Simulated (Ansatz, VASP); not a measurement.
## One calculation of SrO, two programs

INCAR

```
SYSTEM = SrO
  ALGO = Normal
  EDIFF = 1E-6
  ENCUT = 520
  GGA = PE
  ISIF = 2
  ISMEAR = 0
  LASPH = .True.
  LCHARG = .True.
  LELF = .True.
  LREAL = .False.
  LVHAR = .True.
  LWAVE = .False.
  NBANDS = 15
  NELM = 80
  PREC = Accurate
  SIGMA = 0.05
```

KPOINTS

```
k-points
0
Gamma
  8 8 8
  0 0 0
```

The input POSCAR:

```
SrO
1.0
    0.0000000000      2.5698000000      2.5698000000
    2.5698000000      0.0000000000      2.5698000000
    2.5698000000      2.5698000000      0.0000000000
Sr O
1 1
Direct
   -0.0608023971     -0.0608023971      0.0608023971
    0.5000000000      0.5000000000      0.5000000000
```

Input for Ansatz:

```yaml
crystal:
  lattice:
    - [0.0, 2.5698, 2.5698]
    - [2.5698, 0.0, 2.5698]
    - [2.5698, 2.5698, 0.0]
  atoms:
    - { symbol: Sr, position: [-0.0608023971, -0.0608023971, 0.0608023971] }
    - { symbol: O, position: [0.5, 0.5, 0.5] }
basis:
  ecutwfc: 420
kpoints:
  mp_grid: { grid: [8, 8, 8] }
hamiltonian:
  xc: pbe
scf:
  occupations: { method: gaussian, width: 0.05 }
output:
  forces: true
  stress: true
  eigenvalues: true
  write_density: true
  write_potential: true
  elf: true
  volumetric_format: npy
```

Change from the starting cell: all Sr atoms moved +0.312 Å, as atom 1 towards its neighbour atom 2 (O) at 2.570 Å.

Alike in both runs: task single point; functional PBE; k mesh 8 × 8 × 8; occupations gaussian, width 0.05 eV; no spin polarisation.

|  | VASP | Ansatz |
| --- | --- | --- |
| version | VASP 6.6.1 | Ansatz 0.2.0 |
| potentials or method | VASP PAW PBE potentials, release 64 (Sr_sv, O), cutoff 520 eV | scalar-relativistic, plane waves, PAW |
| valence electrons in the cell | 16 | 16 |

Ansatz gave:

| Item | Value |
| --- | --- |
| gap on the k mesh at the Fermi level (eV) | 3.40 |
| least direct gap on the mesh (eV) | 3.46 |
| pressure (GPa) | 5.9 |
| traceless stress, the component that is largest in VASP (GPa) | 7.49 |
| rms of the force components (eV/Å) | 0.692 |

What did VASP give for the same quantities?

gap on the k mesh at the Fermi level (eV): 3.37; least direct gap on the mesh (eV): 3.42; pressure (GPa): 6.6; traceless stress, the component that is largest in VASP (GPa): 7.93; rms of the force components (eV/Å): 0.735.

Atom by atom the forces differ by 0.043 eV/Å (rms over components).
